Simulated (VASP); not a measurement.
Input of a VASP 6.6.1 run:

The input POSCAR:

```
CaSe
1.0
    5.0526060000     -1.0908150000      0.5116760000
   -0.4456640000      4.1516680000     -1.1506450000
   -0.3776240000      0.1405890000      5.2386250000
Ca Se
2 2
Direct
    0.2096940000      0.0734880000      0.7074440000
    0.0028890000      0.5978650000      0.1240400000
    0.6833440000      0.9796690000      0.4370110000
    0.4321540000      0.3282080000      0.2520120000
```

The input INCAR.step1:

```
SYSTEM = CaSe
ALGO = Normal
EDIFF = 1E-4
ENCUT = 520
GGA = PE
ISMEAR = 0
LASPH = .True.
LCHARG = .False.
LREAL = .False.
LWAVE = .True.
NBANDS = 24
NELM = 60
PREC = Accurate
SIGMA = 0.0109
```

The input INCAR.step2:

```
SYSTEM = CaSe
ALGO = Normal
EDIFF = 1E-6
ENCUT = 520
ISIF = 2
ISMEAR = 0
ISTART = 1
LASPH = .True.
LCHARG = .False.
LMIXTAU = .True.
LREAL = .False.
LWAVE = .False.
METAGGA = R2SCAN
NBANDS = 24
NELM = 60
PREC = Accurate
SIGMA = 0.0109
```

KPOINTS

```
Automatic mesh
0
Gamma
  4 5 4
  0.5 0 0
```

Potentials or basis: VASP PAW PBE potentials, release 64 (Ca_sv, Se).

Command:

```bash
$ cat potpaw_PBE.64/Ca_sv/POTCAR potpaw_PBE.64/Se/POTCAR > POTCAR
$ cp INCAR.step1 INCAR
$ mpirun -np 1 vasp_std > vasp.out
$ cp INCAR.step2 INCAR
$ mpirun -np 1 vasp_std > vasp.out
```

Estimate the pressure.

6.7 GPa.

What does it give for the band gap on the k mesh?

0.14 eV (least direct gap 0.39 eV).

Estimate the largest force.

3.984 eV/Å.

Stress tensor (GPa, compression positive):
```
 1.77 -3.00  1.00
-3.00 14.33 -2.51
 1.00 -2.51  3.94
```

Caveat: the PAW data sets were made with another functional, which shifts forces and pressure a little.
